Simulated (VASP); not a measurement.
Wanted: the native input for a VASP 6.6.1 run.

| Quantity | Value |
| --- | --- |
| Task | single point |
| Functional | PBE |
| Potentials or basis | VASP PAW PBE potentials, release 64 (Cd, Se) |
| Cutoff | 520 eV |
| k mesh | 3 × 3 × 3 |
| Occupations | gaussian, width 0.2 eV |
| Spin | no spin polarisation |
| Dipole correction | no |
| Further INCAR settings | ALGO = Normal; EDIFF = 1e-06; NBANDS = 42 |

The structure of Cd4Se3 lies in POSCAR:

```
Cd4Se3
1.0
    5.6866517032      0.0000000000      0.0000000000
    0.0000000000      5.6866517032      0.0000000000
    0.0000000000      0.0000000000      5.6866517032
Cd Se
4 3
Direct
    0.5000000000      0.5000000000      0.5000000000
    0.5000000000      0.0000000000      0.0000000000
    0.0000000000      0.5000000000      0.0000000000
    0.0000000000      0.0000000000      0.5000000000
    0.5000000000      0.5000000000      0.0000000000
    0.0000000000      0.5000000000      0.5000000000
    0.5000000000      0.0000000000      0.5000000000
```

The cell was generated, and may not be a known phase.

These files were run (other wordings do the same):

INCAR

```
ALGO = Normal
EDIFF = 1E-6
ENCUT = 520
GGA = PE
ISIF = 2
ISMEAR = 0
LASPH = True
LCHARG = False
LREAL = False
LWAVE = False
NBANDS = 42
NELM = 60
PREC = Accurate
SIGMA = 0.2
```

KPOINTS

```
k-points
0
Gamma
  3 3 3
```

Potentials or basis: VASP PAW PBE potentials, release 64 (Cd, Se).

The run is started by

```bash
$ cat potpaw_PBE.64/Cd/POTCAR potpaw_PBE.64/Se/POTCAR > POTCAR
$ mpirun -np 1 vasp_std > vasp.out
```

Results of the run:

The pressure is 0.2 GPa. The band gap on the k mesh is zero (bands 33 and 34 overlap by 1.11 eV).

Caveat: the k points lie up to 0.37 Å⁻¹ apart, too coarse for converged energies and pressures of a metal.

Wall time 53 s on 1 thread of AMD EPYC 7R13, on a shared host, peak memory 0.23 GiB.
